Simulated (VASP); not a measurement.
# SiC (ae) (F-43m) in VASP: notebook

SiC (ae) is run at these levels: PBE; tasks: single point.

Program: VASP 6.6.1. These are calculated values, not measurements. Logs are shortened: lines on timing, memory, paths and dates and some standing lists are left out, and cuts for length are marked.

**What was measured.**

“Insight into the structural, elastic and electronic properties of a new orthorhombic 6O-SiC polytype”, 2020, pmc:7200658 quotes, for a bulk crystal of SiC: band gap 2.4 eV (indirect).

How close the calculation comes is told below.

## (1) The cell of the first run

Symmetry: F-43m, No. 216, cubic system. The conventional cell has a = 4.380 Å, b = 4.380 Å, c = 4.380 Å, α = 90.00°, β = 90.00°, γ = 90.00°. Within 2.5 Å of Si (site symmetry -43m) lie 4 C at 1.90 Å. Within 2.5 Å of C (site symmetry -43m) lie 4 Si at 1.90 Å.

## (2) Single point, PBE

Input file INCAR:

```
SYSTEM = SiC
  PREC = Accurate
  ENCUT = 600
  EDIFF = 1E-6
  ISMEAR = 0
  SIGMA = 0.02
  LREAL = .FALSE.
  LASPH = .TRUE.
  NELM = 120
  ALGO = Normal
  ISIF = 2
  LWAVE = .FALSE.
  LCHARG = .TRUE.
  GGA = PE
  LELF = .TRUE.
  LVHAR = .TRUE.
  NBANDS = 11
  GGA_COMPAT = .FALSE.
```

Input file KPOINTS:

```
regular mesh
0
G
  10 10 10
  0 0 0
```

Input file POSCAR:

```
SiC
1.0
    0.0000000000      2.1898392730      2.1898392730
    2.1898392730      0.0000000000      2.1898392730
    2.1898392730      2.1898392730      0.0000000000
Si C
1 1
Direct
    0.0000000000      0.0000000000      0.0000000000
    0.2500000000      0.2500000000      0.2500000000
```

Potentials or basis: VASP PAW PBE potentials, release 64 (Si, C).

Command:

```bash
$ cat potpaw_PBE.64/Si/POTCAR potpaw_PBE.64/C/POTCAR > POTCAR
$ mpirun -np 1 vasp_std > vasp.out
```

OUTCAR:

```text
SYSTEM = SiC
   PREC = Accurate
   ENCUT = 600
   EDIFF = 1E-6
   ISMEAR = 0
   LREAL = .FALSE.
   LASPH = .TRUE.
   NELM = 120
   ISIF = 2
   GGA = PE

 ion  position               nearest neighbor table
   1  0.000  0.000  0.000-   2 1.90   2 1.90   2 1.90   2 1.90
   2  0.250  0.250  0.250-   1 1.90   1 1.90   1 1.90   1 1.90

  LATTYP: Found a face centered cubic cell.
 ALAT       =     4.3796785460

  Lattice vectors:

 A1 = (   0.0000000000,   2.1898392730,   2.1898392730)
 A2 = (   2.1898392730,   0.0000000000,   2.1898392730)
 A3 = (   2.1898392730,   2.1898392730,   0.0000000000)

Analysis of symmetry for initial positions (statically):
=====================================================================
 Subroutine PRICEL returns:
 Original cell was already a primitive cell.

 Routine SETGRP: Setting up the symmetry group for a
 face centered cubic supercell.

 Subroutine GETGRP returns: Found 24 space group operations
 (whereof 24 operations were pure point group operations)
 out of a pool of 48 trial point group operations.

The static configuration has the point symmetry T_d .

Analysis of symmetry for dynamics (positions and initial velocities):
=====================================================================
 Subroutine PRICEL returns:
 Original cell was already a primitive cell.

 Routine SETGRP: Setting up the symmetry group for a
 face centered cubic supercell.

 Subroutine GETGRP returns: Found 24 space group operations
 (whereof 24 operations were pure point group operations)
 out of a pool of 48 trial point group operations.

The dynamic configuration has the point symmetry T_d .

 Subroutine INISYM returns: Found 24 space group operations
 (whereof 24 operations are pure point group operations),
 and found     1 'primitive' translations

----------------------------------------------------------------------------------------

                                     Primitive cell

  volume of cell :      21.0023

  direct lattice vectors                    reciprocal lattice vectors
     0.000000000  2.189839273  2.189839273    -0.228327260  0.228327260  0.228327260
     2.189839273  0.000000000  2.189839273     0.228327260 -0.228327260  0.228327260
     2.189839273  2.189839273  0.000000000     0.228327260  0.228327260 -0.228327260

  length of vectors
     3.096900399  3.096900399  3.096900399     0.395474414  0.395474414  0.395474414

  position of ions in fractional coordinates (direct lattice)
     0.000000000  0.000000000  0.000000000
     0.250000000  0.250000000  0.250000000

  ion indices of the primitive-cell ions
[... 85 lines left out ...]
   PSTRESS=    0.0 pullay stress
   NELECT =       8.0000    total number of electrons
   NUPDOWN=      -1.0000    fix difference up-down
   EMIN   =  10.00;   EMAX   =-10.00  energy-range for DOS
   EFERMI =   0.00;   METHOD = LEGACY
   ISMEAR =     0;   SIGMA  =   0.02  broadening in eV -4-tet -1-fermi 0-gaus
   EFERMI_NEDOS =   21; number of points for ismear=-14 and -15
   IALGO  =     38    algorithm
   IMIX   =      4    mixing-type and parameters
     AMIX     =   0.40;   BMIX     =  1.00
     AMIX_MAG =   1.60;   BMIX_MAG =  1.00
  volume/ion in A,a.u.               =      10.50        70.87
  Fermi-wavevector in a.u.,A,eV,Ry     =   1.186723  2.242581 19.161232  1.408311
  Thomas-Fermi vector in A             =   2.322889
   LORBIT       =      0    0 simple, 1 ext, 2 COOP (PROOUT), +10 PAW based schemes
   GGA     = PE    functional components
   LHFCALC =     F    Hartree Fock is set to
   AEXX    =    0.0000 exact exchange contribution
   IVDW    =     0    specifies the selected vdW correction
   LEPSILON=     F    determine dielectric tensor
   LRPA    =     F    only Hartree local field effects (RPA)
 non-spin polarized calculation
 Gauss-broadening in eV      SIGMA  =   0.02
  energy-cutoff  :      600.00
  volume of cell :       21.00
 maximum number of plane-waves:       725
 NGX is ok and might be reduce to    28
   NGX = 13   NGY = 13   NGZ = 13

 number of electron       8.0000000 magnetization

 Free energy of the ion-electron system (eV)
  ---------------------------------------------------
  ext. energy  EPLUGINS =         0.00000000
  ---------------------------------------------------
  free energy    TOTEN  =       -15.06218891 eV

  energy without entropy =      -15.06218891  energy(sigma->0) =      -15.06218891

 E-fermi :   8.0350     XC(G=0): -11.2913

 val. band max:        7.9400553254   @ k =   0.0000   0.0000   0.0000
 cond. band min:       9.3110637959   @ k =   0.5000   0.5000   0.0000
 fundamental gap:      1.3710084705
 Fermi energy:         8.0350193682

 k-point     1 :       0.0000    0.0000    0.0000
  band No.  band energies     occupation
      1      -7.3467      2.00000
      2       7.9401      2.00000
      3       7.9401      2.00000
      4       7.9401      2.00000
      5      13.9992      0.00000
      6      15.1454      0.00000
      7      15.1454      0.00000
      8      15.1454      0.00000
      9      22.3608      0.00000
     10      22.3608      0.00000
     11      24.1911      0.00000
[... 309 lines left out ...]
 k-point    24 :       0.4000    0.3000    0.0000
  band No.  band energies     occupation
      1      -4.2450      2.00000
      2       2.3767      2.00000
      3       4.8189      2.00000
      4       5.3390      2.00000
      5      10.7989      0.00000
      6      13.5033      0.00000
      7      19.4029      0.00000
      8      19.7315      0.00000
      9      21.5338      0.00000
     10      25.8809      0.00000
     11      28.9681      0.00000

 [... further k-points ...]

------------------------ aborting loop because EDIFF is reached ----------------------------------------

  FORCE on cell =-STRESS in cart. coord.  units (eV):
  Direction    XX          YY          ZZ          XY          YZ          ZX
  --------------------------------------------------------------------------------------
  -------------------------------------------------------------------------------------
  Total       -0.0230218     -0.0230218     -0.0230218      0.0000000     -0.0000000      0.0000000
  in kB       -1.7562385     -1.7562385     -1.7562385      0.0000000     -0.0000000      0.0000000
  external PRESSURE =      -1.7562385 kB  Pullay stress =       0.0000000 kB

 VOLUME and BASIS-vectors are now :
 -----------------------------------------------------------------------------
  energy-cutoff  :      600.00
  volume of cell :       21.00
      direct lattice vectors                 reciprocal lattice vectors
     0.000000000  2.189839273  2.189839273    -0.228327260  0.228327260  0.228327260
     2.189839273  0.000000000  2.189839273     0.228327260 -0.228327260  0.228327260
     2.189839273  2.189839273  0.000000000     0.228327260  0.228327260 -0.228327260

 POSITION                                       TOTAL-FORCE (eV/Angst)
 -----------------------------------------------------------------------------------
      0.00000      0.00000      0.00000        -0.000000     -0.000000     -0.000000
      1.09492      1.09492      1.09492         0.000000      0.000000      0.000000
 -----------------------------------------------------------------------------------
    total drift:                               -0.000000     -0.000000     -0.000000

  FREE ENERGIE OF THE ION-ELECTRON SYSTEM (eV)
  ---------------------------------------------------
  free  energy   TOTEN  =       -15.0621889060 eV

  energy  without entropy=      -15.0621889060  energy(sigma->0) =      -15.06218891
```

It took 15 s on 1 thread of Intel Xeon Platinum 8259CL at 2.50GHz (Skylake/Cascade Lake), shared host; peak memory 0.15 GiB.

Results:

| Item | Value |
| --- | --- |
| Free energy | -15.0622 eV |
| Pressure | -0.2 GPa |
| Band gap on the k mesh | 1.37 eV, indirect (least direct gap 4.53 eV) |

Levels at points of the mesh, in eV from the valence-band top:
```csv
k point,band 1,band 2,band 3,band 4,band 5,band 6,band 7,band 8,band 9
"(0.00, 0.00, 0.00)",-15.29,0.00,0.00,0.00,6.06,7.21,7.21,7.21,14.42
"(0.50, 0.00, 0.00)",-11.78,-8.45,-1.05,-1.05,5.30,7.17,7.17,9.97,16.02
"(0.50, 0.50, 0.00)",-10.34,-7.75,-3.16,-3.16,1.37,4.27,13.86,13.86,14.59
```

## (3) Single point, PBE (volume scaled by 0.97)

Input file INCAR:

```
SYSTEM = SiC
PREC = Accurate
ENCUT = 600
EDIFF = 1E-6
ISMEAR = 0
SIGMA = 0.02
LREAL = .False.
LASPH = .True.
NELM = 120
ALGO = Normal
ISIF = 2
LWAVE = .False.
LCHARG = .False.
GGA = PE
NBANDS = 11
GGA_COMPAT = .False.
```

Input file KPOINTS:

```
regular mesh
0
Gamma
  10 10 10
  0 0 0
```

Input file POSCAR:

```
SiC
1.0
    0.0000000000      2.1677181720      2.1677181720
    2.1677181720      0.0000000000      2.1677181720
    2.1677181720      2.1677181720      0.0000000000
Si C
1 1
Direct
    0.0000000000      0.0000000000      0.0000000000
    0.2500000000      0.2500000000      0.2500000000
```

Potentials or basis: VASP PAW PBE potentials, release 64 (Si, C).

Command:

```bash
$ cat potpaw_PBE.64/Si/POTCAR potpaw_PBE.64/C/POTCAR > POTCAR
$ mpirun -np 1 vasp_std > vasp.out
```

It took 7.6 s on 1 thread of Intel Xeon Platinum 8259CL at 2.50GHz (Skylake/Cascade Lake), shared host; peak memory 0.13 GiB.

Results (log left out):

```
Free energy            : -15.0491 eV
Pressure               : 6.7 GPa
Band gap on the k mesh : 1.34 eV, indirect (least direct gap 4.56 eV)
```

Levels at points of the mesh, in eV from the valence-band top:
| k point | band 2 | band 3 | band 4 | band 5 | band 6 | band 7 |
| --- | --- | --- | --- | --- | --- | --- |
| (0.00, 0.00, 0.00) | 0.00 | 0.00 | 0.00 | 6.42 | 7.42 | 7.42 |
| (0.50, 0.00, 0.00) | -8.62 | -1.06 | -1.06 | 5.58 | 7.29 | 7.29 |
| (0.50, 0.50, 0.00) | -7.84 | -3.22 | -3.22 | 1.34 | 4.38 | 14.22 |

(Part 1 of 2 ends here.)
